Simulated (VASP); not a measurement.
Here is a VASP 6.6.1 calculation.

Contents of INCAR:

```
SYSTEM = ZnO
PREC = Accurate
ENCUT = 520
EDIFF = 1E-6
ISMEAR = 0
SIGMA = 0.02
LREAL = .False.
LASPH = .True.
NELM = 100
ALGO = Normal
ISIF = 2
LWAVE = .False.
LCHARG = .False.
GGA = PE
NBANDS = 46
```

Contents of KPOINTS:

```
regular mesh
0
Gamma
  4 4 8
  0 0 0
```

File POSCAR:

```
ZnO
1.0
    5.6087846254      0.0000000000      0.0000000000
    0.0000000000      5.6087846254      0.0000000000
    0.0000000000      0.0000000000      3.2783869183
Zn O
4 4
Direct
    0.1816766155      0.1816766155      0.5000000000
    0.8183233845      0.8183233845      0.5000000000
    0.6816766155      0.3183233845      0.0000000000
    0.3183233845      0.6816766155      0.0000000000
    0.8184335159      0.1815664841      0.5000000000
    0.1815664841      0.8184335159      0.5000000000
    0.6815664841      0.6815664841      0.0000000000
    0.3184335159      0.3184335159      0.0000000000
```

Potentials or basis: VASP PAW PBE potentials, release 64 (Zn, O).

Run with:

```console
$ cat potpaw_PBE.64/Zn/POTCAR potpaw_PBE.64/O/POTCAR > POTCAR
$ mpirun -np 1 vasp_std > vasp.out
```

(1) Predict the pressure.

(2) Estimate the band gap on the k mesh.

## Answers

(1) 0.8 GPa.

(2) 0.74 eV.
